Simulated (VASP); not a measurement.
# Hg: single point with PBEsol

Hg:

```
Hg
1.0
     2.71780    0.00000    0.00000
    -1.35890    2.35368    0.00000
     0.00000    0.00000    4.57345
Hg
2
Direct
  0.66667 0.33333 0.75000
  0.33333 0.66667 0.25000
```

```json
{
  "Program": "VASP 6.6.1",
  "Task": "single point",
  "Functional": "PBEsol",
  "Potentials or basis": "VASP PAW PBE potentials, release 64 (Hg_sv_GW)",
  "Cutoff": "550 eV",
  "k mesh": "18 × 18 × 10",
  "Occupations": "gaussian, width 0.1 eV",
  "Spin": "no spin polarisation",
  "Dipole correction": "no",
  "Further INCAR settings": "ALGO = Normal; EDIFF = 1e-06; NBANDS = 27"
}
```

```json
{"Pressure": "89.8 GPa", "Band gap on the k mesh": "zero (bands 20 and 21 overlap by 2.09 eV)"}
```

Stress tensor (GPa, compression positive):
```
89.83  0.00  0.00
 0.00 89.83  0.00
 0.00  0.00 89.62
```

Levels at points of the mesh, in eV from the Fermi level:
| k point | band 16 | band 17 | band 18 | band 19 | band 20 | band 21 | band 22 | band 23 | band 24 | band 25 |
| --- | --- | --- | --- | --- | --- | --- | --- | --- | --- | --- |
| (0.00, 0.00, 0.00) | -9.06 | -9.06 | -7.56 | -7.56 | -5.42 | -1.36 | 11.50 | 12.69 | 13.81 | 16.36 |
| (0.50, 0.00, 0.00) | -7.31 | -7.19 | -6.99 | -4.08 | -2.64 | 2.29 | 3.83 | 4.27 | 7.31 | 8.51 |
| (0.00, 0.00, 0.50) | -10.22 | -8.07 | -8.07 | -8.07 | -8.07 | 7.54 | 7.54 | 11.85 | 11.85 | 16.21 |
| (0.50, 0.00, 0.50) | -7.70 | -7.07 | -7.07 | -3.73 | -3.73 | 0.24 | 0.24 | 10.32 | 10.32 | 10.95 |

Wall time 2.3 min on 1 thread of Intel(R) Xeon(R) Platinum 8259CL CPU @ 2.50GHz (Skylake/Cascade Lake), on a shared host, peak memory 0.31 GiB.

Caveat: the cell stands under pressure; the PAW data sets were made with another functional, which shifts forces and pressure a little; spin-orbit coupling is left out, which moves the levels of the heavy elements.
